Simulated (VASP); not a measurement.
Wanted: the native input for a VASP 6.6.1 run.

```yaml
Task: relaxation of cell and atoms
Functional: PBE
Potentials_or_basis: VASP PAW PBE potentials, release 64 (Sr_sv, Hf_pv)
Cutoff: 600 eV
k_mesh: 6 × 6 × 6
Occupations: gaussian, width 0.1 eV
Spin: no spin polarisation
Dipole_correction: no
Further_INCAR_settings: ALGO = Fast; EDIFF = 1e-06; IBRION = 2; EDIFFG = -0.04; NSW = 90; ISIF = 3
```

The structure of SrHf lies in POSCAR:

```
SrHf
1.0
    1.6612240222      0.9591081364      5.2913061449
   -1.6612240222      0.9591081364      5.2913061449
    0.0000000000     -1.9182162728      5.2913061449
Sr Hf
1 1
Direct
    0.0000000000      0.0000000000      0.0000000000
    0.5000000000      0.5000000000      0.5000000000
```

These files were run (other wordings do the same):

INCAR

```
SYSTEM = SrHf
PREC = Accurate ; ENCUT = 600
EDIFF = 1E-6 ; ISMEAR = 0
SIGMA = 0.1 ; LREAL = .FALSE.
LASPH = .TRUE. ; NELM = 60
ALGO = Fast ; ISIF = 3
LWAVE = .FALSE. ; LCHARG = .FALSE.
GGA = PE ; IBRION = 2
NSW = 90 ; EDIFFG = -0.04
```

KPOINTS

```
regular mesh
0
G
  6 6 6
  0 0 0
```

Potentials or basis: VASP PAW PBE potentials, release 64 (Sr_sv, Hf_pv).

Launch:

```console
$ cat potpaw_PBE.64/Sr_sv/POTCAR potpaw_PBE.64/Hf_pv/POTCAR > POTCAR
$ mpirun -np 1 vasp_std > vasp.out
```

Results of the run:

The relaxed volume is 30.39 Å³/atom. The relaxed cell is a = 6.333 Å, b = 6.333 Å, c = 6.333 Å, α = 31.28°, β = 31.28°, γ = 31.28° and the space group after relaxing (to 0.1 Å) is R-3m (No. 166). The energy gained by relaxing is 187.8 meV/atom, the ionic steps are 6 and the pressure after relaxing is 0.1 GPa. The band gap on the k mesh is zero (bands 10 and 11 overlap by 0.77 eV).

Caveat: the k points lie up to 0.36 Å⁻¹ apart in the final cell, too coarse for converged energies and pressures of a metal; the volume moved by over 15 % at a fixed basis, so the end points are rough; spin-orbit coupling is left out, which moves the levels of the heavy elements.

It took 13 min on 1 thread of Intel Xeon 8259CL (shared host), peak memory 0.36 GiB.
